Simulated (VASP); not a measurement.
# Ru (Cmcm) in VASP: notebook

Runs on Ru. Level: PBEsol. Tasks: single point.

Program: VASP 6.6.1. These are calculated values, not measurements. Logs are shortened: lines on timing, memory, paths and dates and some standing lists are left out, and cuts for length are marked.

## 1. The cell of the first run

Symmetry: Cmcm, No. 63, orthorhombic system. Conventional cell: a = 2.654 Å, b = 4.597 Å, c = 4.252 Å, α = 90.00°, β = 90.00°, γ = 90.00°. Ru (site symmetry m2m) has 12 Ru at 2.47 to 2.71 Å within 3.3 Å.

## 2. Single point, PBEsol (atoms displaced along a vibrational mode, the cell strained)

INCAR reads:

```
SYSTEM = Ru
  PREC = Accurate
  ENCUT = 520
  EDIFF = 1E-6
  ISMEAR = 0
  SIGMA = 0.15
  LREAL = .FALSE.
  LASPH = .TRUE.
  NELM = 80
  ALGO = Fast
  ISIF = 2
  LWAVE = .FALSE.
  LCHARG = .TRUE.
  GGA = PS
  LELF = .TRUE.
  LVHAR = .TRUE.
  NBANDS = 21
```

KPOINTS reads:

```
regular mesh
0
G
  18 18 10
  0 0 0
```

POSCAR reads:

```
Ru
1.0
    2.6539119460      0.0000000000      0.0000000000
   -1.3269559730      2.2983551647      0.0000000000
    0.0000000000      0.0000000000      4.2523798378
Ru
2
Direct
    0.3633848245      0.7267696491      0.2500000000
    0.6366151755      0.2732303509      0.7500000000
```

Potentials or basis: VASP PAW PBE potentials, release 64 (Ru_pv).

Launch:

```console
cat potpaw_PBE.64/Ru_pv/POTCAR > POTCAR
mpirun -np 1 vasp_std > vasp.out
```

OUTCAR:

```text
SYSTEM = Ru
   PREC = Accurate
   ENCUT = 520
   EDIFF = 1E-6
   ISMEAR = 0
   LREAL = .FALSE.
   LASPH = .TRUE.
   NELM = 80
   ISIF = 2
   GGA = PS

 ion  position               nearest neighbor table
   1  0.363  0.727  0.250-   2 2.47   2 2.47   2 2.71   2 2.71   2 2.71   2 2.71
   2  0.637  0.273  0.750-   1 2.47   1 2.47   1 2.71   1 2.71   1 2.71   1 2.71

  LATTYP: Found a hexagonal cell.
 ALAT       =     2.6539119460
 C/A-ratio  =     1.6023063027

  Lattice vectors:

 A1 = (   2.6539119460,   0.0000000000,   0.0000000000)
 A2 = (  -1.3269559730,   2.2983551647,   0.0000000000)
 A3 = (   0.0000000000,   0.0000000000,   4.2523798378)

Analysis of symmetry for initial positions (statically):
=====================================================================
 Subroutine PRICEL returns:
 Original cell was already a primitive cell.

 Routine SETGRP: Setting up the symmetry group for a
 hexagonal supercell.

 Subroutine GETGRP returns: Found  8 space group operations
 (whereof  4 operations were pure point group operations)
 out of a pool of 24 trial point group operations.

The static configuration has the point symmetry C_2h.
 The point group associated with its full space group is D_2h.

Analysis of symmetry for dynamics (positions and initial velocities):
=====================================================================
 Subroutine PRICEL returns:
 Original cell was already a primitive cell.

 Routine SETGRP: Setting up the symmetry group for a
 hexagonal supercell.

 Subroutine GETGRP returns: Found  8 space group operations
 (whereof  4 operations were pure point group operations)
 out of a pool of 24 trial point group operations.

The dynamic configuration has the point symmetry C_2h.
 The point group associated with its full space group is D_2h.

 Subroutine INISYM returns: Found  8 space group operations
 (whereof  4 operations are pure point group operations),
 and found     1 'primitive' translations

----------------------------------------------------------------------------------------

                                     Primitive cell

  volume of cell :      25.9380

  direct lattice vectors                    reciprocal lattice vectors
     2.653911946  0.000000000  0.000000000     0.376802253  0.217546882  0.000000000
    -1.326955973  2.298355165  0.000000000     0.000000000  0.435093764  0.000000000
     0.000000000  0.000000000  4.252379838     0.000000000  0.000000000  0.235162436

  length of vectors
[... 80 lines left out ...]
   ENCUT  =  520.0 eV  38.22 Ry    6.18 a.u.   4.93  4.93  7.91*2*pi/ulx,y,z
   NELM   =     80;   NELMIN=  2; NELMDL= -5     # of ELM steps
   EDIFF  = 0.1E-05   stopping-criterion for ELM
   LREAL  =      F    real-space projection
   EDIFFG = 0.1E-04   stopping-criterion for IOM
   NSW    =      0    number of steps for IOM
   IBRION =     -1    ionic relax: 0-MD 1-quasi-New 2-CG
   NFREE  =      0    steps in history (QN), initial steepest desc. (CG)
   ISIF   =      2    stress and relaxation
   ISYM   =      2    0-nonsym 1-usesym 2-fastsym
   POTIM  = 0.5000    time-step for ionic-motion
   TEBEG  =    0.0;   TEEND  =   0.0 temperature during run
   PSTRESS=    0.0 pullay stress
   NELECT =      28.0000    total number of electrons
   NUPDOWN=      -1.0000    fix difference up-down
   EMIN   =  10.00;   EMAX   =-10.00  energy-range for DOS
   EFERMI =   0.00;   METHOD = LEGACY
   ISMEAR =     0;   SIGMA  =   0.15  broadening in eV -4-tet -1-fermi 0-gaus
   EFERMI_NEDOS =   21; number of points for ismear=-14 and -15
   IALGO  =     68    algorithm
   IMIX   =      4    mixing-type and parameters
     AMIX     =   0.40;   BMIX     =  1.00
     AMIX_MAG =   1.60;   BMIX_MAG =  1.00
  volume/ion in A,a.u.               =      12.97        87.52
  Fermi-wavevector in a.u.,A,eV,Ry     =   1.679380  3.173568 38.372739  2.820317
  Thomas-Fermi vector in A             =   2.763302
   LORBIT       =      0    0 simple, 1 ext, 2 COOP (PROOUT), +10 PAW based schemes
   GGA     = PS    functional components
   LHFCALC =     F    Hartree Fock is set to
   AEXX    =    0.0000 exact exchange contribution
   IVDW    =     0    specifies the selected vdW correction
   LEPSILON=     F    determine dielectric tensor
   LRPA    =     F    only Hartree local field effects (RPA)
 non-spin polarized calculation
 RMM-DIIS sequential band-by-band and
 Gauss-broadening in eV      SIGMA  =   0.15
  energy-cutoff  :      520.00
  volume of cell :       25.94
 maximum number of plane-waves:       732
   NGX =  9   NGY =  9   NGZ = 15

 number of electron      27.9999993 magnetization

 Free energy of the ion-electron system (eV)
  ---------------------------------------------------
  ext. energy  EPLUGINS =         0.00000000
  ---------------------------------------------------
  free energy    TOTEN  =       -20.04443791 eV

  energy without entropy =      -20.02613918  energy(sigma->0) =      -20.03528854

 E-fermi :  13.6272     XC(G=0): -14.5569

 val. band max:       13.6245938540   @ k =   0.0000   0.0556   0.1000
 cond. band min:      13.6375060053   @ k =   0.0000   0.1111   0.4000
 fundamental gap:      0.0129121513
 Fermi energy:        13.6271962694

 k-point     1 :       0.0000    0.0000    0.0000
  band No.  band energies     occupation
      1     -30.2736      2.00000
      2     -29.1710      2.00000
      3     -28.9828      2.00000
      4     -28.9385      2.00000
      5     -28.8950      2.00000
      6     -28.8474      2.00000
[... 565 lines left out ...]
     20      23.8419      0.00000
     21      24.2231      0.00000

 [... further k-points ...]

------------------------ aborting loop because EDIFF is reached ----------------------------------------

  FORCE on cell =-STRESS in cart. coord.  units (eV):
  Direction    XX          YY          ZZ          XY          YZ          ZX
  --------------------------------------------------------------------------------------
  -------------------------------------------------------------------------------------
  Total        1.3262997      3.1169176      2.4009637      0.0000000      0.0000000      0.0000000
  in kB       81.9250171    192.5307940    148.3065961      0.0000000      0.0000000      0.0000000
  external PRESSURE =     140.9208024 kB  Pullay stress =       0.0000000 kB

 VOLUME and BASIS-vectors are now :
 -----------------------------------------------------------------------------
  energy-cutoff  :      520.00
  volume of cell :       25.94
      direct lattice vectors                 reciprocal lattice vectors
     2.653911946  0.000000000  0.000000000     0.376802253  0.217546882  0.000000000
    -1.326955973  2.298355165  0.000000000     0.000000000  0.435093764  0.000000000
     0.000000000  0.000000000  4.252379838     0.000000000  0.000000000  0.235162436

 POSITION                                       TOTAL-FORCE (eV/Angst)
 -----------------------------------------------------------------------------------
     -0.00000      1.67037      1.06309         0.000000     -1.924039      0.000000
      1.32696      0.62798      3.18928         0.000000      1.924039     -0.000000
 -----------------------------------------------------------------------------------
    total drift:                                0.000000     -0.000000      0.000000

  FREE ENERGIE OF THE ION-ELECTRON SYSTEM (eV)
  ---------------------------------------------------
  free  energy   TOTEN  =       -20.0444379059 eV

  energy  without entropy=      -20.0261391764  energy(sigma->0) =      -20.03528854
```

stdout:

```text
POSCAR found type information on POSCAR Ru
 POSCAR found :  1 types and       2 ions
 scaLAPACK will be used
 -----------------------------------------------------------------------------
|                                                                             |
|                                                                             |
|     You enforced a specific xc type in the INCAR file but a different       |
|     I HOPE YOU KNOW WHAT YOU ARE DOING!                                     |
|                                                                             |
 -----------------------------------------------------------------------------

 LDA part: xc-table for (Slater+PW92), standard interpolation
 POSCAR, INCAR and KPOINTS ok, starting setup
 FFT: planning ... GRIDC
 FFT: planning ... GRID_SOFT
 FFT: planning ... GRID
 WAVECAR not read
 entering main loop
WARNING in EDDRMM: call to ZHEGV failed, returncode =   8  4     20
WARNING in EDDRMM: call to ZHEGV failed, returncode =   8  4     18
```

It took 1.9 min on 1 thread of Intel Xeon 6975P-C (Granite Rapids), shared host; peak memory 0.32 GiB.

What came out:

```
Free energy            : -20.0444 eV
Pressure               : 14.1 GPa
Largest force          : 1.924 eV/Å
Band gap on the k mesh : zero (bands 14 and 15 overlap by 3.24 eV)
```

Forces in eV/Å, atoms in the order of the input:
```
Ru   0.000 -1.924  0.000
Ru   0.000  1.924  0.000
```

Stress tensor (GPa, compression positive):
```
 8.19  0.00  0.00
 0.00 19.25  0.00
 0.00  0.00 14.83
```

Caveat: the cell differs from its parent crystal (atoms displaced along a vibrational mode, the cell strained); the cell stands under pressure; the PAW data sets were made with another functional, which shifts forces and pressure a little.

## 3. Single point, PBEsol (atoms displaced along a vibrational mode, the cell strained)

INCAR reads:

```
SYSTEM = Ru
PREC     = Accurate       ! precision mode
ENCUT    = 520            ! plane-wave cutoff, eV
EDIFF    = 1E-6           ! SCF threshold, eV
ISMEAR   = 0              ! smearing method
SIGMA    = 0.15           ! smearing width, eV
LREAL    = .FALSE.        ! projectors in reciprocal space
LASPH    = .TRUE.         ! aspherical terms in the spheres
NELM     = 80             ! most SCF steps
ALGO     = Fast           ! electronic algorithm
ISIF     = 2              ! what is computed and relaxed
LWAVE    = .FALSE.        ! write WAVECAR
LCHARG   = .FALSE.        ! write CHGCAR
GGA      = PS             ! functional
NBANDS   = 21             ! bands
```

KPOINTS reads:

```
Automatic mesh
0
G
  18 18 10
  0 0 0
```

POSCAR reads:

```
Ru
1.0
    2.6539119460      0.0000000000      0.0000000000
   -1.3269559730      2.2983551647      0.0000000000
    0.0000000000      0.0000000000      4.2523798378
Ru
2
Direct
    0.3032818421      0.6065636843      0.2500000000
    0.6967181579      0.3934363157      0.7500000000
```

Potentials or basis: VASP PAW PBE potentials, release 64 (Ru_pv).

Launch:

```console
cat potpaw_PBE.64/Ru_pv/POTCAR > POTCAR
mpirun -np 1 vasp_std > vasp.out
```

OUTCAR:

```text
SYSTEM = Ru
   PREC = Accurate
   ENCUT = 520
   EDIFF = 1E-6
   ISMEAR = 0
   LREAL = .FALSE.
   LASPH = .TRUE.
   NELM = 80
   ISIF = 2
   GGA = PS

 ion  position               nearest neighbor table
   1  0.303  0.607  0.250-   2 2.55   2 2.55   2 2.55   2 2.55   2 2.79   2 2.79
   2  0.697  0.393  0.750-   1 2.55   1 2.55   1 2.55   1 2.55   1 2.79   1 2.79

  LATTYP: Found a hexagonal cell.
 ALAT       =     2.6539119460
 C/A-ratio  =     1.6023063027

  Lattice vectors:

 A1 = (   2.6539119460,   0.0000000000,   0.0000000000)
 A2 = (  -1.3269559730,   2.2983551647,   0.0000000000)
 A3 = (   0.0000000000,   0.0000000000,   4.2523798378)

Analysis of symmetry for initial positions (statically):
=====================================================================
 Subroutine PRICEL returns:
 Original cell was already a primitive cell.

 Routine SETGRP: Setting up the symmetry group for a
 hexagonal supercell.

 Subroutine GETGRP returns: Found  8 space group operations
 (whereof  4 operations were pure point group operations)
 out of a pool of 24 trial point group operations.

The static configuration has the point symmetry C_2h.
 The point group associated with its full space group is D_2h.

Analysis of symmetry for dynamics (positions and initial velocities):
=====================================================================
 Subroutine PRICEL returns:
 Original cell was already a primitive cell.

 Routine SETGRP: Setting up the symmetry group for a
 hexagonal supercell.

 Subroutine GETGRP returns: Found  8 space group operations
 (whereof  4 operations were pure point group operations)
 out of a pool of 24 trial point group operations.

The dynamic configuration has the point symmetry C_2h.
 The point group associated with its full space group is D_2h.

 Subroutine INISYM returns: Found  8 space group operations
 (whereof  4 operations are pure point group operations),
 and found     1 'primitive' translations

[... 103 lines left out ...]
   TEBEG  =    0.0;   TEEND  =   0.0 temperature during run
   PSTRESS=    0.0 pullay stress
   NELECT =      28.0000    total number of electrons
   NUPDOWN=      -1.0000    fix difference up-down
   EMIN   =  10.00;   EMAX   =-10.00  energy-range for DOS
   EFERMI =   0.00;   METHOD = LEGACY
   ISMEAR =     0;   SIGMA  =   0.15  broadening in eV -4-tet -1-fermi 0-gaus
   EFERMI_NEDOS =   21; number of points for ismear=-14 and -15
   IALGO  =     68    algorithm
   IMIX   =      4    mixing-type and parameters
     AMIX     =   0.40;   BMIX     =  1.00
     AMIX_MAG =   1.60;   BMIX_MAG =  1.00
  volume/ion in A,a.u.               =      12.97        87.52
  Fermi-wavevector in a.u.,A,eV,Ry     =   1.679380  3.173568 38.372739  2.820317
  Thomas-Fermi vector in A             =   2.763302
   LORBIT       =      0    0 simple, 1 ext, 2 COOP (PROOUT), +10 PAW based schemes
   GGA     = PS    functional components
   LHFCALC =     F    Hartree Fock is set to
   AEXX    =    0.0000 exact exchange contribution
   IVDW    =     0    specifies the selected vdW correction
   LEPSILON=     F    determine dielectric tensor
   LRPA    =     F    only Hartree local field effects (RPA)
 non-spin polarized calculation
 RMM-DIIS sequential band-by-band and
 Gauss-broadening in eV      SIGMA  =   0.15
  energy-cutoff  :      520.00
  volume of cell :       25.94
 maximum number of plane-waves:       732
   NGX =  9   NGY =  9   NGZ = 15

 number of electron      28.0000004 magnetization

 Free energy of the ion-electron system (eV)
  ---------------------------------------------------
  ext. energy  EPLUGINS =         0.00000000
  ---------------------------------------------------
  free energy    TOTEN  =       -20.01691107 eV

  energy without entropy =      -19.99670429  energy(sigma->0) =      -20.00680768

 E-fermi :  13.6315     XC(G=0): -14.5596

 val. band max:       13.6312373494   @ k =   0.2222   0.0000   0.3000
 cond. band min:      13.6358729815   @ k =   0.4444   0.3333   0.2000
 fundamental gap:      0.0046356321
 Fermi energy:        13.6315437028

 k-point     1 :       0.0000    0.0000    0.0000
  band No.  band energies     occupation
      1     -30.2351      2.00000
      2     -29.1777      2.00000
      3     -28.9942      2.00000
      4     -28.9575      2.00000
      5     -28.8727      2.00000
      6     -28.8584      2.00000
[... 565 lines left out ...]
     20      23.8427      0.00000
     21      24.1602      0.00000

 [... further k-points ...]
[... 5 lines left out ...]
  --------------------------------------------------------------------------------------
  -------------------------------------------------------------------------------------
  Total        3.1251011      1.0129787      2.4189118      0.0000000      0.0000000      0.0000000
  in kB      193.0362841     62.5713051    149.4152490      0.0000000      0.0000000      0.0000000
  external PRESSURE =     135.0076127 kB  Pullay stress =       0.0000000 kB

 VOLUME and BASIS-vectors are now :
 -----------------------------------------------------------------------------
  energy-cutoff  :      520.00
  volume of cell :       25.94
      direct lattice vectors                 reciprocal lattice vectors
     2.653911946  0.000000000  0.000000000     0.376802253  0.217546882  0.000000000
    -1.326955973  2.298355165  0.000000000     0.000000000  0.435093764  0.000000000
     0.000000000  0.000000000  4.252379838     0.000000000  0.000000000  0.235162436

 POSITION                                       TOTAL-FORCE (eV/Angst)
 -----------------------------------------------------------------------------------
     -0.00000      1.39410      1.06309         0.000000      2.207094      0.000000
      1.32696      0.90426      3.18928         0.000000     -2.207094     -0.000000
 -----------------------------------------------------------------------------------
    total drift:                               -0.000000      0.000000     -0.000000

  FREE ENERGIE OF THE ION-ELECTRON SYSTEM (eV)
  ---------------------------------------------------
  free  energy   TOTEN  =       -20.0169110678 eV

  energy  without entropy=      -19.9967042865  energy(sigma->0) =      -20.00680768
```

Run time: 93 s. Hardware: 1 thread of Intel Xeon 6975P-C (Granite Rapids), shared host; peak memory 0.33 GiB.

Results:

```
Free energy            : -20.0169 eV
Pressure               : 13.5 GPa
Largest force          : 2.207 eV/Å
Band gap on the k mesh : zero (bands 14 and 15 overlap by 3.32 eV)
```

Forces in eV/Å, atoms in the order of the input:
```
Ru   0.000  2.207  0.000
Ru   0.000 -2.207  0.000
```

Caveat: the cell differs from its parent crystal (atoms displaced along a vibrational mode, the cell strained); the cell stands under pressure; the PAW data sets were made with another functional, which shifts forces and pressure a little.
